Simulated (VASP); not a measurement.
# HgTe (Fm-3m) in VASP: notebook

Runs on HgTe. Level: PBE. Tasks: single point, relaxation of cell and atoms.

All numbers are computed with VASP 6.6.1; they aren't measurements. Logs are shortened: lines on timing, memory, paths and dates and some standing lists are left out, and cuts for length are marked.

## Step 1: The cell of the first run

Symmetry: Fm-3m, No. 225, cubic system. Conventional cell: a = 6.124 Å, b = 6.124 Å, c = 6.124 Å, α = 90.00°, β = 90.00°, γ = 90.00°. Within 4.0 Å of Hg (site symmetry m-3m) lie 6 Te at 3.06 Å. Te (site symmetry m-3m) has 6 Hg at 3.06 Å within 4.0 Å.

## Step 2: Single point, PBE

INCAR reads:

```
SYSTEM = HgTe
  PREC = Accurate
  ENCUT = 500
  EDIFF = 1E-6
  ISMEAR = 0
  SIGMA = 0.1
  LREAL = .False.
  LASPH = .True.
  NELM = 120
  ALGO = Normal
  ISIF = 2
  LWAVE = .False.
  LCHARG = .False.
  GGA = PE
  NBANDS = 16
  GGA_COMPAT = .False.
```

KPOINTS reads:

```
regular mesh
0
Gamma
  6 6 6
  0 0 0
```

POSCAR reads:

```
HgTe
1.0
    0.0000000000      3.0618541077      3.0618541077
    3.0618541077      0.0000000000      3.0618541077
    3.0618541077      3.0618541077      0.0000000000
Hg Te
1 1
Direct
    0.0000000000      0.0000000000      0.0000000000
    0.5000000000      0.5000000000      0.5000000000
```

Potentials or basis: VASP PAW PBE potentials, release 64 (Hg, Te).

On the command line:

```
cat potpaw_PBE.64/Hg/POTCAR potpaw_PBE.64/Te/POTCAR > POTCAR
mpirun -np 1 vasp_std > vasp.out
```

OUTCAR:

```text
SYSTEM = HgTe
   PREC = Accurate
   ENCUT = 500
   EDIFF = 1E-6
   ISMEAR = 0
   LREAL = .False.
   LASPH = .True.
   NELM = 120
   ISIF = 2
   GGA = PE

 ion  position               nearest neighbor table
   1  0.000  0.000  0.000-   2 3.06   2 3.06   2 3.06   2 3.06   2 3.06   2 3.06
   2  0.500  0.500  0.500-   1 3.06   1 3.06   1 3.06   1 3.06   1 3.06   1 3.06

  LATTYP: Found a face centered cubic cell.
 ALAT       =     6.1237082154

  Lattice vectors:

 A1 = (   0.0000000000,   3.0618541077,   3.0618541077)
 A2 = (   3.0618541077,   0.0000000000,   3.0618541077)
 A3 = (   3.0618541077,   3.0618541077,   0.0000000000)

Analysis of symmetry for initial positions (statically):
=====================================================================
 Subroutine PRICEL returns:
 Original cell was already a primitive cell.

 Routine SETGRP: Setting up the symmetry group for a
 face centered cubic supercell.

 Subroutine GETGRP returns: Found 48 space group operations
 (whereof 48 operations were pure point group operations)
 out of a pool of 48 trial point group operations.

The static configuration has the point symmetry O_h .

Analysis of symmetry for dynamics (positions and initial velocities):
=====================================================================
 Subroutine PRICEL returns:
 Original cell was already a primitive cell.

 Routine SETGRP: Setting up the symmetry group for a
 face centered cubic supercell.

 Subroutine GETGRP returns: Found 48 space group operations
 (whereof 48 operations were pure point group operations)
 out of a pool of 48 trial point group operations.

The dynamic configuration has the point symmetry O_h .

 Subroutine INISYM returns: Found 48 space group operations
 (whereof 48 operations are pure point group operations),
 and found     1 'primitive' translations

----------------------------------------------------------------------------------------

                                     Primitive cell

  volume of cell :      57.4095

  direct lattice vectors                    reciprocal lattice vectors
     0.000000000  3.061854108  3.061854108    -0.163299747  0.163299747  0.163299747
     3.061854108  0.000000000  3.061854108     0.163299747 -0.163299747  0.163299747
     3.061854108  3.061854108  0.000000000     0.163299747  0.163299747 -0.163299747

  length of vectors
     4.330115605  4.330115605  4.330115605     0.282843458  0.282843458  0.282843458

  position of ions in fractional coordinates (direct lattice)
     0.000000000  0.000000000  0.000000000
     0.500000000  0.500000000  0.500000000

  ion indices of the primitive-cell ions
   primitive index   ion index
                 1           1
                 2           2

----------------------------------------------------------------------------------------

 KPOINTS: regular mesh

Automatic generation of k-mesh.
 Grid dimensions read from file:
 generate k-points for:    6    6    6

 Generating k-lattice:

  Cartesian coordinates                     Fractional coordinates (reciprocal lattice)
    -0.027216624  0.027216624  0.027216624     0.166666667  0.000000000  0.000000000
     0.027216624 -0.027216624  0.027216624     0.000000000  0.166666667  0.000000000
     0.027216624  0.027216624 -0.027216624     0.000000000  0.000000000  0.166666667

  Length of vectors
     0.047140576  0.047140576  0.047140576

  Shift w.r.t. Gamma in fractional coordinates (k-lattice)
     0.000000000  0.000000000  0.000000000

 Subroutine IBZKPT returns following result:
 ===========================================

 Found     16 irreducible k-points:

 Following reciprocal coordinates:
            Coordinates               Weight
  0.000000  0.000000  0.000000      1.000000
  0.166667  0.000000  0.000000      8.000000
  0.333333  0.000000  0.000000      8.000000
  0.500000  0.000000  0.000000      4.000000
  0.166667  0.166667  0.000000      6.000000
  0.333333  0.166667  0.000000     24.000000
[... 8 lines left out ...]
 -0.333333  0.333333  0.166667     24.000000
 -0.333333  0.500000  0.166667     12.000000
   k-points           NKPTS =     16   k-points in BZ     NKDIM =     16   number of bands    NBANDS=     16
   number of dos      NEDOS =    301   number of ions     NIONS =      2
   total plane-waves  NPLWV =  32768
   dimension x,y,z NGX =    32 NGY =   32 NGZ =   32
   dimension x,y,z NGXF=    64 NGYF=   64 NGZF=   64
   ions per type =               1   1
   NGX,Y,Z   is equivalent  to a cutoff of  12.29, 12.29, 12.29 a.u.
   NGXF,Y,Z  is equivalent  to a cutoff of  24.57, 24.57, 24.57 a.u.
 SYSTEM =  HgTe
   PREC   = accura    normal or accurate (medium, high low for compatibility)
   ISTART =      0    job   : 0-new  1-cont  2-samecut
   ICHARG =      2    charge: 1-file 2-atom 10-const
   ISPIN  =      1    spin polarized calculation?
   LNONCOLLINEAR =      F non collinear calculations
   LSORBIT =      F    spin-orbit coupling
   LASPH  =      T    aspherical Exc in radial PAW
   ENCUT  =  500.0 eV  36.75 Ry    6.06 a.u.   7.89  7.89  7.89*2*pi/ulx,y,z
   NELM   =    120;   NELMIN=  2; NELMDL= -5     # of ELM steps
   EDIFF  = 0.1E-05   stopping-criterion for ELM
   LREAL  =      F    real-space projection
   EDIFFG = 0.1E-04   stopping-criterion for IOM
   NSW    =      0    number of steps for IOM
   IBRION =     -1    ionic relax: 0-MD 1-quasi-New 2-CG
   NFREE  =      0    steps in history (QN), initial steepest desc. (CG)
   ISIF   =      2    stress and relaxation
   ISYM   =      2    0-nonsym 1-usesym 2-fastsym
   POTIM  = 0.5000    time-step for ionic-motion
   TEBEG  =    0.0;   TEEND  =   0.0 temperature during run
   PSTRESS=    0.0 pullay stress
   NELECT =      18.0000    total number of electrons
   NUPDOWN=      -1.0000    fix difference up-down
   EMIN   =  10.00;   EMAX   =-10.00  energy-range for DOS
   EFERMI =   0.00;   METHOD = LEGACY
   ISMEAR =     0;   SIGMA  =   0.10  broadening in eV -4-tet -1-fermi 0-gaus
   EFERMI_NEDOS =   21; number of points for ismear=-14 and -15
   IALGO  =     38    algorithm
   IMIX   =      4    mixing-type and parameters
     AMIX     =   0.40;   BMIX     =  1.00
     AMIX_MAG =   1.60;   BMIX_MAG =  1.00
  volume/ion in A,a.u.               =      28.70       193.71
[... 48 lines left out ...]
      2      -2.4695      2.00000
      3      -2.4695      2.00000
      4      -2.3588      2.00000
      5      -2.2897      2.00000
      6      -2.2897      2.00000
[... 8 lines left out ...]
     15      12.5402      0.00000
     16      12.5402      0.00000

 k-point     3 :       0.3333    0.0000    0.0000
  band No.  band energies     occupation
      1      -6.8994      2.00000
      2      -2.6369      2.00000
      3      -2.6369      2.00000
      4      -2.5340      2.00000
      5      -2.2068      2.00000
      6      -2.2068      2.00000
[... 8 lines left out ...]
     15      13.8192      0.00000
     16      13.8192      0.00000

 k-point     4 :       0.5000    0.0000    0.0000
  band No.  band energies     occupation
      1      -6.5167      2.00000
      2      -2.7881      2.00000
      3      -2.7160      2.00000
      4      -2.7160      2.00000
      5      -2.1639      2.00000
      6      -2.1639      2.00000
[... 8 lines left out ...]
     15      15.1487      0.00000
     16      15.1487      0.00000

 k-point     5 :       0.1667    0.1667    0.0000
  band No.  band energies     occupation
      1      -7.4098      2.00000
      2      -2.5731      2.00000
      3      -2.3615      2.00000
      4      -2.3587      2.00000
      5      -2.2883      2.00000
      6      -2.2883      2.00000
[... 8 lines left out ...]
     15      14.0382      0.00000
     16      14.0382      0.00000

 k-point     6 :       0.3333    0.1667    0.0000
  band No.  band energies     occupation
      1      -7.0007      2.00000
      2      -2.6622      2.00000
      3      -2.4623      2.00000
      4      -2.4046      2.00000
      5      -2.2330      2.00000
      6      -2.1973      2.00000
[... 8 lines left out ...]
     15      14.4163      0.00000
     16      14.8186      0.00000

 k-point     7 :       0.5000    0.1667    0.0000
  band No.  band energies     occupation
      1      -6.5707      2.00000
      2      -2.6213      2.00000
      3      -2.6113      2.00000
      4      -2.5334      2.00000
      5      -2.1634      2.00000
      6      -2.1504      2.00000
[... 8 lines left out ...]
     15      15.3523      0.00000
     16      15.7532      0.00000

 k-point     8 :      -0.3333    0.1667    0.0000
  band No.  band energies     occupation
      1      -6.6579      2.00000
      2      -2.6999      2.00000
      3      -2.6826      2.00000
      4      -2.4239      2.00000
      5      -2.1920      2.00000
      6      -2.1449      2.00000
[... 8 lines left out ...]
     15      13.6563      0.00000
     16      15.4886      0.00000

 k-point     9 :      -0.1667    0.1667    0.0000
  band No.  band energies     occupation
      1      -7.1407      2.00000
      2      -2.6089      2.00000
      3      -2.5636      2.00000
      4      -2.3708      2.00000
      5      -2.2624      2.00000
      6      -2.2124      2.00000
[... 8 lines left out ...]
     15      13.3898      0.00000
     16      14.5239      0.00000

 k-point    10 :       0.3333    0.3333    0.0000
  band No.  band energies     occupation
      1      -6.8820      2.00000
      2      -2.4502      2.00000
      3      -2.4245      2.00000
      4      -2.3144      2.00000
      5      -2.1740      2.00000
      6      -2.1740      2.00000
[... 8 lines left out ...]
     15      15.8584      0.00000
     16      16.6001      0.00000

 k-point    11 :       0.5000    0.3333    0.0000
  band No.  band energies     occupation
      1      -6.6597      2.00000
      2      -2.4389      2.00000
      3      -2.4078      2.00000
      4      -2.2237      2.00000
      5      -2.1180      2.00000
      6      -1.9270      2.00000
[... 8 lines left out ...]
     15      15.9479      0.00000
     16      16.9063      0.00000

 k-point    12 :      -0.3333    0.3333    0.0000
  band No.  band energies     occupation
      1      -6.5369      2.00000
      2      -2.5816      2.00000
      3      -2.5176      2.00000
      4      -2.2914      2.00000
      5      -2.1452      2.00000
      6      -1.9699      2.00000
[... 8 lines left out ...]
     15      14.1510      0.00000
     16      16.3161      0.00000

 k-point    13 :       0.5000    0.5000    0.0000
  band No.  band energies     occupation
      1      -6.6968      2.00000
      2      -2.4572      2.00000
      3      -2.2907      2.00000
      4      -2.0914      2.00000
      5      -2.0914      2.00000
      6      -1.5368      2.00000
[... 8 lines left out ...]
     15      17.0761      0.00000
     16      17.0761      0.00000

 k-point    14 :       0.5000    0.3333    0.1667
  band No.  band energies     occupation
      1      -6.6993      2.00000
      2      -2.5550      2.00000
      3      -2.5273      2.00000
      4      -2.3944      2.00000
      5      -2.1689      2.00000
      6      -2.1008      2.00000
[... 8 lines left out ...]
     15      15.6327      0.00000
     16      15.8092      0.00000

 k-point    15 :      -0.3333    0.3333    0.1667
  band No.  band energies     occupation
      1      -6.5369      2.00000
      2      -2.6309      2.00000
      3      -2.4070      2.00000
      4      -2.3616      2.00000
      5      -2.1276      2.00000
      6      -1.9575      2.00000
[... 8 lines left out ...]
     15      14.0931      0.00000
     16      16.5514      0.00000

 k-point    16 :      -0.3333    0.5000    0.1667
  band No.  band energies     occupation
      1      -6.5840      2.00000
      2      -2.5021      2.00000
      3      -2.4086      2.00000
      4      -2.2390      2.00000
      5      -2.0914      2.00000
      6      -1.6497      2.00000
[... 8 lines left out ...]
     15      15.5844      0.00000
     16      17.0576      0.00000

------------------------ aborting loop because EDIFF is reached ----------------------------------------

  FORCE on cell =-STRESS in cart. coord.  units (eV):
  Direction    XX          YY          ZZ          XY          YZ          ZX
  --------------------------------------------------------------------------------------
  -------------------------------------------------------------------------------------
  Total        0.1476111      0.1476111      0.1476111     -0.0000000      0.0000000     -0.0000000
  in kB        4.1195152      4.1195152      4.1195152     -0.0000000      0.0000000     -0.0000000
  external PRESSURE =       4.1195152 kB  Pullay stress =       0.0000000 kB

 VOLUME and BASIS-vectors are now :
 -----------------------------------------------------------------------------
  energy-cutoff  :      500.00
  volume of cell :       57.41
      direct lattice vectors                 reciprocal lattice vectors
     0.000000000  3.061854108  3.061854108    -0.163299747  0.163299747  0.163299747
     3.061854108  0.000000000  3.061854108     0.163299747 -0.163299747  0.163299747
     3.061854108  3.061854108  0.000000000     0.163299747  0.163299747 -0.163299747

 POSITION                                       TOTAL-FORCE (eV/Angst)
 -----------------------------------------------------------------------------------
      0.00000      0.00000      0.00000         0.000000      0.000000      0.000000
      3.06185      3.06185      3.06185         0.000000     -0.000000     -0.000000
 -----------------------------------------------------------------------------------
    total drift:                                0.000000     -0.000000     -0.000000

  FREE ENERGIE OF THE ION-ELECTRON SYSTEM (eV)
  ---------------------------------------------------
  free  energy   TOTEN  =        -3.3850950325 eV

  energy  without entropy=       -3.3760626726  energy(sigma->0) =       -3.38057885
```

Wall time 28 s (1 thread of Intel Xeon 8259CL, shared host); peak memory 0.17 GiB.

What came out:

```
Free energy            : -3.3851 eV
Pressure               : 0.4 GPa
Band gap on the k mesh : zero (band 9 reaches 4.51 eV, above the bottom of band 10 at 2.04 eV)
```

Levels at points of the mesh, in eV from the Fermi level:
```
           k point  band 5  band 6  band 7  band 8  band 9  band 10  band 11  band 12  band 13  band 14
(0.00, 0.00, 0.00)   -6.66   -6.66   -1.08   -0.77   -0.77    -0.77     7.55     7.55     7.55     7.68
(0.50, 0.00, 0.00)   -6.50   -6.50   -5.52    0.17    0.17     2.58     3.55     3.91     3.91    10.26
(0.50, 0.50, 0.00)   -6.43   -5.87   -4.25   -2.79   -2.30    -2.30     4.80     9.02     9.02     9.51
```

Caveat: spin-orbit coupling is left out, which moves the levels of the heavy elements.

## Step 3: Single point, PBE

This run uses another cell than the first one, of 32.16 Å³/atom, 1.120 times its volume.

INCAR reads:

```
SYSTEM = HgTe
PREC     = Accurate       ! precision mode
ENCUT    = 500            ! plane-wave cutoff, eV
EDIFF    = 1E-6           ! SCF threshold, eV
ISMEAR   = 0              ! smearing method
SIGMA    = 0.1            ! smearing width, eV
LREAL    = .FALSE.        ! projectors in reciprocal space
LASPH    = .TRUE.         ! aspherical terms in the spheres
NELM     = 120            ! most SCF steps
ALGO     = Normal         ! electronic algorithm
ISIF     = 2              ! what is computed and relaxed
LWAVE    = .FALSE.        ! write WAVECAR
LCHARG   = .FALSE.        ! write CHGCAR
GGA      = PE             ! functional
NBANDS   = 16             ! bands
GGA_COMPAT= .FALSE.
```

KPOINTS reads:

```
regular mesh
0
G
  6 6 6
  0 0 0
```

POSCAR reads:

```
HgTe
1.0
    0.0000000000      3.1800000000      3.1800000000
    3.1800000000      0.0000000000      3.1800000000
    3.1800000000      3.1800000000      0.0000000000
Hg Te
1 1
Direct
    0.0000000000      0.0000000000      0.0000000000
    0.5000000000      0.5000000000      0.5000000000
```

Potentials or basis: VASP PAW PBE potentials, release 64 (Hg, Te).

On the command line:

```
cat potpaw_PBE.64/Hg/POTCAR potpaw_PBE.64/Te/POTCAR > POTCAR
mpirun -np 1 vasp_std > vasp.out
```

It took 45 s on 1 thread of Intel Xeon 8259CL, shared host; peak memory 0.21 GiB.

The run converged. Its results:

```
Free energy            : -3.3034 eV
Pressure               : -3.7 GPa
Band gap on the k mesh : zero (band 9 reaches 3.23 eV, above the bottom of band 10 at 1.27 eV)
```

Levels at points of the mesh, in eV from the Fermi level:
| k point | band 7 | band 8 | band 9 | band 10 | band 11 | band 12 |
| --- | --- | --- | --- | --- | --- | --- |
| (0.00, 0.00, 0.00) | -1.41 | -0.58 | -0.58 | -0.58 | 7.45 | 7.45 |
| (0.50, 0.00, 0.00) | -4.98 | 0.12 | 0.12 | 2.75 | 3.04 | 4.10 |
| (0.50, 0.50, 0.00) | -3.51 | -2.57 | -1.84 | -1.84 | 5.01 | 8.46 |

Caveat: spin-orbit coupling is left out, which moves the levels of the heavy elements.

## Step 4: Relaxation of cell and atoms, PBE

This run uses another cell than the first one, of 32.16 Å³/atom, 1.120 times its volume.

INCAR reads:

```
PREC = Accurate
ENCUT = 500
EDIFF = 1E-7
ISMEAR = 0
SIGMA = 0.1
LREAL = False
LASPH = True
NELM = 120
ALGO = Normal
ISIF = 3
LWAVE = False
LCHARG = False
GGA = PE
IBRION = 2
NSW = 60
EDIFFG = -0.04
GGA_COMPAT = False
NELMIN = 4
```

KPOINTS reads:

```
Automatic mesh
0
Gamma
  6 6 6
```

POSCAR is that of step 3.

On the command line:

```
cat potpaw_PBE.64/Hg/POTCAR potpaw_PBE.64/Te/POTCAR > POTCAR
mpirun -np 1 vasp_std > vasp.out
```

Run time: 1.8 min. Hardware: 1 thread of Intel Xeon 8259CL, shared host; peak memory 0.21 GiB.

The run converged. Its results:

```yaml
Free_energy: -3.3875 eV
Relaxed_volume: 28.94 Å³/atom
Relaxed_cell: a = 4.342 Å, b = 4.342 Å, c = 4.342 Å, α = 60.00°, β = 60.00°, γ = 60.00°
Space_group_after_relaxing_to_0.05_Å: Fm-3m (No. 225)
Energy_gained_by_relaxing: 42.0 meV/atom
Ionic_steps: 3
Pressure_after_relaxing: 0.0 GPa
Band_gap_on_the_k_mesh: zero (band 9 reaches 4.41 eV, above the bottom of band 10 at 1.98 eV)
```

Step by step:
```tsv
step	energy change (eV)	largest force (eV/Å)	pressure (GPa)	volume (Å³)
1	0.0000	0.0000	-3.73	64.31
2	-0.0839	0.0000	0.25	57.60
3	-0.0841	0.0000	0.00	57.89
```

Final structure:
```xyz
2
Lattice="0.0000 3.0704 3.0704 3.0704 0.0000 3.0704 3.0704 3.0704 0.0000" Properties=species:S:1:pos:R:3 pbc="T T T"
Hg    0.0000    0.0000    0.0000
Te    3.0704    3.0704    3.0704
```

Levels at points of the mesh, in eV from the Fermi level:
| k point | band 6 | band 7 | band 8 | band 9 | band 10 | band 11 | band 12 | band 13 |
| --- | --- | --- | --- | --- | --- | --- | --- | --- |
| (0.00, 0.00, 0.00) | -6.63 | -1.11 | -0.75 | -0.75 | -0.75 | 7.55 | 7.55 | 7.55 |
| (0.50, 0.00, 0.00) | -6.47 | -5.48 | 0.17 | 0.17 | 2.59 | 3.51 | 3.92 | 3.92 |
| (0.50, 0.50, 0.00) | -5.86 | -4.20 | -2.78 | -2.26 | -2.26 | 4.81 | 8.98 | 8.98 |

Caveat: spin-orbit coupling is left out, which moves the levels of the heavy elements.

## Step 5: Overview

```tsv
task	cell	gap on the mesh (eV)	pressure (GPa)
single point	a = 4.330 Å, angles 60.0°, 2 atoms	none	0.4
single point	a = 4.497 Å, angles 60.0°, 2 atoms	none	-3.7
relaxation of cell and atoms	relaxed from a = 4.497 Å, angles 60.0°, 2 atoms	none	0.0
```

Alike in all rows: level PBE; potentials or basis VASP PAW PBE potentials, release 64 (Hg, Te); no spin polarisation; k mesh 6 × 6 × 6; cutoff (eV) 500; smearing gaussian 0.1 eV.

Caveats: spin-orbit coupling is left out, which moves the levels of the heavy elements.

Total energies depend on the potentials used, so only differences within one code and one set of settings carry meaning.
